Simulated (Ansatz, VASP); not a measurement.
# One calculation of WSe2, two programs

```
W Se
1.0
     3.32068    0.00000    0.00000
    -1.66034    2.87579    0.00000
     0.00000    0.00000   40.70861
W Se
4 8
Direct
  0.66667 0.33333 0.90171
  0.66667 0.33333 0.29464
  0.33333 0.66667 0.70536
  0.33333 0.66667 0.09829
  0.33333 0.66667 0.94500
  0.33333 0.66667 0.33792
  0.66667 0.33333 0.74865
  0.66667 0.33333 0.14158
  0.33333 0.66667 0.85842
  0.33333 0.66667 0.25135
  0.66667 0.33333 0.66208
  0.66667 0.33333 0.05500
```

Change from the starting cell: strain +0.0500 x Voigt [0, 0, 1, 0, 0, 0], atoms carried along.

Alike in both runs: task single point; functional PBE; k mesh 12 × 12 × 1; occupations gaussian, width 0.05 eV; no spin polarisation.

```csv
,VASP,Ansatz
version,VASP 6.6.1,Ansatz 0.2.0
potentials or method,"VASP PAW PBE potentials, release 64 (W_sv, Se), cutoff 520 eV","scalar-relativistic, plane waves, PAW"
valence electrons in the cell,104,184
```

|  | VASP | Ansatz | Ansatz less VASP |
| --- | --- | --- | --- |
| gap on the k mesh at the Fermi level (eV) | 1.26 | 1.26 | -0.001 |
| least direct gap on the mesh (eV) | 1.68 | 1.69 | +0.003 |
| rms of the force components (eV/Å) | 0.583 | 0.598 | +0.0158 |

Atom by atom the forces differ by 0.016 eV/Å (rms over components). VASP's potentials hold 104 valence electrons a cell and Ansatz's 184, so a difference there can come from the potentials and not from the codes. Ansatz's warnings: xc potential rough in thin density.

Neither program's run includes spin-orbit coupling.
